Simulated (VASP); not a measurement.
The system is Sb.

```
CELL_PARAMETERS angstrom
-1.56596 1.56596 2.69374
1.56596 -1.56596 2.69374
1.56596 1.56596 -2.69374
ATOMIC_POSITIONS crystal
Sb 0.00000 0.00000 0.00000
```

Base run:

| Quantity | Value |
| --- | --- |
| Program | VASP 6.6.1 |
| Functional | PBE |
| Potentials or basis | VASP PAW PBE potentials, release 64 (Sb) |
| Cutoff | 520 eV |
| k mesh | 12 × 12 × 12 |
| Occupations | fermi-dirac, width 0.05 eV |
| Spin | no spin polarisation |

Its results: pressure 3.1 GPa.

Task: The run is repeated on the same cell with these changes: functional from PBE to LDA; potentials or basis from VASP PAW PBE potentials, release 64 (Sb) to VASP PAW LDA potentials, release 64 (Sb). What comes out?

Result: Pressure -1.0 GPa.
